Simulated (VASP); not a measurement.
Here is a VASP 6.6.1 calculation.

File INCAR:

```
SYSTEM = Ti4O
PREC = Accurate
ENCUT = 520
EDIFF = 1E-6
ISMEAR = 0
SIGMA = 0.1
LREAL = .FALSE.
LASPH = .TRUE.
NELM = 100
ALGO = Fast
ISIF = 2
LWAVE = .FALSE.
LCHARG = .TRUE.
LDIPOL = .TRUE.
IDIPOL = 3
DIPOL = 0.5 0.5 0.497
GGA = PS
LELF = .TRUE.
LVHAR = .TRUE.
LVACPOTAV = .TRUE.
NBANDS = 35
```

The input KPOINTS:

```
Automatic mesh
0
G
  12 12 1
  0 0 0
```

Contents of POSCAR:

```
Ti4O
1.0
    2.8679135954      0.0000000000      0.0000000000
   -1.4339567977      2.4836860295      0.0000000000
    0.0000000000      0.0000000000     26.0249249352
Ti O
4 1
Direct
    0.6666666667      0.3333333333      0.3266099719
    0.3333333333      0.6666666667      0.4165868556
    0.0000000000      0.0000000000      0.5080269110
    0.6666666667      0.3333333333      0.5921085072
    0.6666666667      0.6666666667      0.6432291106
```

Potentials or basis: VASP PAW PBE potentials, release 64 (Ti_sv, O).

Command:

```bash
$ cat potpaw_PBE.64/Ti_sv/POTCAR potpaw_PBE.64/O/POTCAR > POTCAR
$ mpirun -np 1 vasp_std > vasp.out
```

Q: What does it give for the largest force?

A: 3.003 eV/Å.

Q: Estimate the band gap on the k mesh.

A: Zero (bands 27 and 28 overlap by 0.65 eV).

Forces in eV/Å, atoms in the order of the input:
```
Ti   0.005  0.016  0.559
Ti   0.018  0.008 -0.511
Ti  -0.077  0.121 -1.153
Ti   1.486 -2.462  0.863
O   -1.432  2.317  0.241
```

Caveat: the PAW data sets were made with another functional, which shifts forces and pressure a little.
